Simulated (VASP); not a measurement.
# RhO in VASP: notebook, part 2 of 2

VASP 6.6.1.

**4. Single point, PBE**

This run uses another cell than the first one: it holds 8 atoms, not 2.

Contents of INCAR:

```
ALGO = Normal
EDIFF = 1E-6
ENCUT = 520
GGA = PE
ISIF = 2
ISMEAR = 0
LASPH = True
LCHARG = True
LELF = True
LREAL = False
LVHAR = True
LWAVE = False
NBANDS = 52
NELM = 80
PREC = Accurate
SIGMA = 0.1
```

Contents of KPOINTS:

```
k-points
0
Gamma
  8 4 4
```

Contents of POSCAR:

```
RhO
1.0
   -2.7603672915      0.0000000000      0.0000000000
    0.0000000000      0.0000000000     -5.5198685152
    0.0000000000     -5.5207345830      0.0000000000
Rh O
4 4
Direct
    0.5000000000      0.7500000000      0.7500000000
    0.5000000000      0.2500000000      0.7500000000
    0.5000000000      0.7500000000      0.2500000000
    0.5000000000      0.2500000000      0.2500000000
    0.0000000000      0.0000000000      0.0000000000
    0.0000000000      0.5000000000      0.0000000000
    0.0000000000      0.0000000000      0.5000000000
    0.0000000000      0.5000000000      0.5000000000
```

Potentials or basis: VASP PAW PBE potentials, release 64 (Rh_pv, O).

Run with:

```console
$ cat potpaw_PBE.64/Rh_pv/POTCAR potpaw_PBE.64/O/POTCAR > POTCAR
$ mpirun -np 1 vasp_std > vasp.out
```

OUTCAR:

```text
EDIFF = 1E-6
   ENCUT = 520
   GGA = PE
   ISIF = 2
   ISMEAR = 0
   LASPH = True
   LREAL = False
   NELM = 80
   PREC = Accurate

 ion  position               nearest neighbor table
   1  0.500  0.750  0.750-   5 2.39   6 2.39   7 2.39   8 2.39   5 2.39   6 2.39   7 2.39   8 2.39
                             2 2.76   2 2.76   3 2.76   3 2.76
   2  0.500  0.250  0.750-   5 2.39   6 2.39   7 2.39   8 2.39   5 2.39   6 2.39   7 2.39   8 2.39
                             1 2.76   1 2.76   4 2.76   4 2.76
   3  0.500  0.750  0.250-   5 2.39   6 2.39   7 2.39   8 2.39   5 2.39   6 2.39   7 2.39   8 2.39
                             4 2.76   4 2.76   1 2.76   1 2.76
   4  0.500  0.250  0.250-   5 2.39   6 2.39   7 2.39   8 2.39   5 2.39   6 2.39   7 2.39   8 2.39
                             3 2.76   3 2.76   2 2.76   2 2.76
   5  0.000  0.000  0.000-   1 2.39   2 2.39   3 2.39   4 2.39   1 2.39   2 2.39   3 2.39   4 2.39

   6  0.000  0.500  0.000-   1 2.39   2 2.39   3 2.39   4 2.39   1 2.39   2 2.39   3 2.39   4 2.39

   7  0.000  0.000  0.500-   1 2.39   2 2.39   3 2.39   4 2.39   1 2.39   2 2.39   3 2.39   4 2.39

   8  0.000  0.500  0.500-   1 2.39   2 2.39   3 2.39   4 2.39   1 2.39   2 2.39   3 2.39   4 2.39

  LATTYP: Found a simple orthorhombic cell.
 ALAT       =     2.7603672915
 B/A-ratio  =     1.9996862491
 C/A-ratio  =     2.0000000000

  Lattice vectors:

 A1 = (  -2.7603672915,   0.0000000000,   0.0000000000)
 A2 = (   0.0000000000,   0.0000000000,  -5.5198685152)
 A3 = (   0.0000000000,  -5.5207345830,   0.0000000000)

Analysis of symmetry for initial positions (statically):
=====================================================================
 Subroutine PRICEL returns following result:

  LATTYP: Found a simple tetragonal cell.
 ALAT       =     2.7603672915
 C/A-ratio  =     0.9998431245

  Lattice vectors:

 A1 = (   2.7603672915,   0.0000000000,   0.0000000000)
 A2 = (   0.0000000000,  -2.7603672915,   0.0000000000)
 A3 = (   0.0000000000,   0.0000000000,  -2.7599342576)

   4 primitive cells build up your supercell.

 Routine SETGRP: Setting up the symmetry group for a
 simple orthorhombic supercell.

 Subroutine GETGRP returns: Found  8 space group operations
 (whereof  8 operations were pure point group operations)
 out of a pool of  8 trial point group operations.

The static configuration has the point symmetry D_2h.

Analysis of symmetry for dynamics (positions and initial velocities):
=====================================================================
 Subroutine PRICEL returns following result:

  LATTYP: Found a simple tetragonal cell.
 ALAT       =     2.7603672915
 C/A-ratio  =     0.9998431245

  Lattice vectors:

 A1 = (   2.7603672915,   0.0000000000,   0.0000000000)
 A2 = (   0.0000000000,  -2.7603672915,   0.0000000000)
 A3 = (   0.0000000000,   0.0000000000,  -2.7599342576)

   4 primitive cells build up your supercell.

 Routine SETGRP: Setting up the symmetry group for a
 simple orthorhombic supercell.

 Subroutine GETGRP returns: Found  8 space group operations
[... 49 lines left out ...]

  Shift w.r.t. Gamma in fractional coordinates (k-lattice)
     0.000000000  0.000000000  0.000000000

 Subroutine IBZKPT returns following result:
 ===========================================

 Found     45 irreducible k-points:

 Following reciprocal coordinates:
            Coordinates               Weight
  0.000000  0.000000  0.000000      1.000000
  0.125000  0.000000  0.000000      2.000000
  0.250000  0.000000  0.000000      2.000000
  0.375000  0.000000  0.000000      2.000000
  0.500000  0.000000  0.000000      1.000000
  0.000000  0.250000  0.000000      2.000000
[... 16 lines left out ...]
  0.250000  0.250000  0.250000      8.000000
  0.375000  0.250000  0.250000      8.000000
 [... further k-points ...]
   k-points           NKPTS =     45   k-points in BZ     NKDIM =     45   number of bands    NBANDS=     52
   number of dos      NEDOS =    301   number of ions     NIONS =      8
   total plane-waves  NPLWV =  42336
   dimension x,y,z NGX =    24 NGY =   42 NGZ =   42
   dimension x,y,z NGXF=    48 NGYF=   84 NGZF=   84
   ions per type =               4   4
   NGX,Y,Z   is equivalent  to a cutoff of  14.45, 12.65, 12.65 a.u.
   NGXF,Y,Z  is equivalent  to a cutoff of  28.91, 25.30, 25.29 a.u.
 SYSTEM =  unknown system
   PREC   = accura    normal or accurate (medium, high low for compatibility)
   ISTART =      0    job   : 0-new  1-cont  2-samecut
   ICHARG =      2    charge: 1-file 2-atom 10-const
   ISPIN  =      1    spin polarized calculation?
   LNONCOLLINEAR =      F non collinear calculations
   LSORBIT =      F    spin-orbit coupling
   LASPH  =      T    aspherical Exc in radial PAW
   ENCUT  =  520.0 eV  38.22 Ry    6.18 a.u.   5.13 10.26 10.26*2*pi/ulx,y,z
   NELM   =     80;   NELMIN=  2; NELMDL= -5     # of ELM steps
   EDIFF  = 0.1E-05   stopping-criterion for ELM
   LREAL  =      F    real-space projection
   EDIFFG = 0.1E-04   stopping-criterion for IOM
   NSW    =      0    number of steps for IOM
   IBRION =     -1    ionic relax: 0-MD 1-quasi-New 2-CG
   NFREE  =      0    steps in history (QN), initial steepest desc. (CG)
   ISIF   =      2    stress and relaxation
   ISYM   =      2    0-nonsym 1-usesym 2-fastsym
   POTIM  = 0.5000    time-step for ionic-motion
   TEBEG  =    0.0;   TEEND  =   0.0 temperature during run
   PSTRESS=    0.0 pullay stress
   NELECT =      84.0000    total number of electrons
   NUPDOWN=      -1.0000    fix difference up-down
   EMIN   =  10.00;   EMAX   =-10.00  energy-range for DOS
   EFERMI =   0.00;   METHOD = LEGACY
   ISMEAR =     0;   SIGMA  =   0.10  broadening in eV -4-tet -1-fermi 0-gaus
   EFERMI_NEDOS =   21; number of points for ismear=-14 and -15
   IALGO  =     38    algorithm
   IMIX   =      4    mixing-type and parameters
     AMIX     =   0.40;   BMIX     =  1.00
     AMIX_MAG =   1.60;   BMIX_MAG =  1.00
  volume/ion in A,a.u.               =      10.51        70.96
  Fermi-wavevector in a.u.,A,eV,Ry     =   1.636328  3.092212 36.430555  2.677570
  Thomas-Fermi vector in A             =   2.727653
   LORBIT       =      0    0 simple, 1 ext, 2 COOP (PROOUT), +10 PAW based schemes
   GGA     = PE    functional components
   LHFCALC =     F    Hartree Fock is set to
   AEXX    =    0.0000 exact exchange contribution
   IVDW    =     0    specifies the selected vdW correction
   LEPSILON=     F    determine dielectric tensor
   LRPA    =     F    only Hartree local field effects (RPA)
 non-spin polarized calculation
 Gauss-broadening in eV      SIGMA  =   0.10
  energy-cutoff  :      520.00
  volume of cell :       84.12
 maximum number of plane-waves:      2316
 NGX is ok and might be reduce to    24

 number of electron      83.9999962 magnetization

 Free energy of the ion-electron system (eV)
  ---------------------------------------------------
  ext. energy  EPLUGINS =         0.00000000
  ---------------------------------------------------
  free energy    TOTEN  =       -45.66590412 eV

  energy without entropy =      -45.61298381  energy(sigma->0) =      -45.63944397

 E-fermi :   9.5296     XC(G=0): -13.4248

 val. band max:        9.4980023782   @ k =   0.0000   0.0000   0.0000
 cond. band min:       9.5319410852   @ k =   0.5000   0.2500   0.2500
 fundamental gap:      0.0339387070
 Fermi energy:         9.5295724141

 k-point     1 :       0.0000    0.0000    0.0000
  band No.  band energies     occupation
      1     -37.1204      2.00000
      2     -37.1200      2.00000
      3     -37.0801      2.00000
      4     -37.0796      2.00000
      5     -36.8083      2.00000
      6     -36.8083      2.00000
[... 1309 lines left out ...]
     51      16.5401      0.00000
     52      16.5406      0.00000

 [... further k-points ...]
[... 5 lines left out ...]
  --------------------------------------------------------------------------------------
  -------------------------------------------------------------------------------------
  Total       -0.0271281     -0.0282637     -0.0197319      0.0000000      0.0000000     -0.0000000
  in kB       -0.5166979     -0.5383282     -0.3758264      0.0000000      0.0000000     -0.0000000
  external PRESSURE =      -0.4769508 kB  Pullay stress =       0.0000000 kB

 VOLUME and BASIS-vectors are now :
 -----------------------------------------------------------------------------
  energy-cutoff  :      520.00
  volume of cell :       84.12
      direct lattice vectors                 reciprocal lattice vectors
    -2.760367292  0.000000000  0.000000000    -0.362270631  0.000000000  0.000000000
     0.000000000  0.000000000 -5.519868515     0.000000000  0.000000000 -0.181163736
     0.000000000 -5.520734583  0.000000000     0.000000000 -0.181135315  0.000000000

 POSITION                                       TOTAL-FORCE (eV/Angst)
 -----------------------------------------------------------------------------------
     -1.38018     -4.14055     -4.13990        -0.000000     -0.000000     -0.000000
     -1.38018     -4.14055     -1.37997         0.000000     -0.000000      0.000000
     -1.38018     -1.38018     -4.13990        -0.000000      0.000000      0.000000
     -1.38018     -1.38018     -1.37997        -0.000000      0.000000      0.000000
      0.00000      0.00000      0.00000         0.000000     -0.000000      0.000000
      0.00000      0.00000     -2.75993         0.000000     -0.000000      0.000000
      0.00000     -2.76037      0.00000         0.000000     -0.000000     -0.000000
      0.00000     -2.76037     -2.75993         0.000000     -0.000000      0.000000
 -----------------------------------------------------------------------------------
    total drift:                               -0.000000      0.000000      0.000000

  FREE ENERGIE OF THE ION-ELECTRON SYSTEM (eV)
  ---------------------------------------------------
  free  energy   TOTEN  =       -45.6659041195 eV

  energy  without entropy=      -45.6129838123  energy(sigma->0) =      -45.63944397
```

It took 2.5 min on 1 thread of Intel Xeon Platinum 8259CL at 2.50GHz (Skylake/Cascade Lake), shared host; peak memory 0.28 GiB.

Results:

* Free energy: -45.6659 eV
* Pressure: 0.0 GPa
* Band gap on the k mesh: zero (bands 42 and 43 overlap by 1.76 eV)

**5. Summary**

| cell | k mesh | gap on the mesh (eV) | pressure (GPa) |
| --- | --- | --- | --- |
| a = 2.760 Å, 2 atoms, atomic positions A | 22 × 22 × 16 | none | -0.1 |
| a = 2.760 Å, 2 atoms, atomic positions A | 20 × 20 × 20 | none | -0.1 |
| a = 2.760, b = 5.520, c = 5.521 Å, 8 atoms, atomic positions B | 8 × 4 × 4 | none | 0.0 |

Alike in all rows: task single point; level PBE; potentials or basis VASP PAW PBE potentials, release 64 (Rh_pv, O); no spin polarisation; cutoff (eV) 520; smearing gaussian 0.1 eV.

Caveats: an odd number of electrons without spin polarisation forces a metal (at least some runs); a magnetic or distorted state may lie lower (at least some runs).

Total energies depend on the potentials used, so only differences within one code and one set of settings carry meaning.

The gap in the log of VASP goes by the Fermi energy; the results here count the filled bands.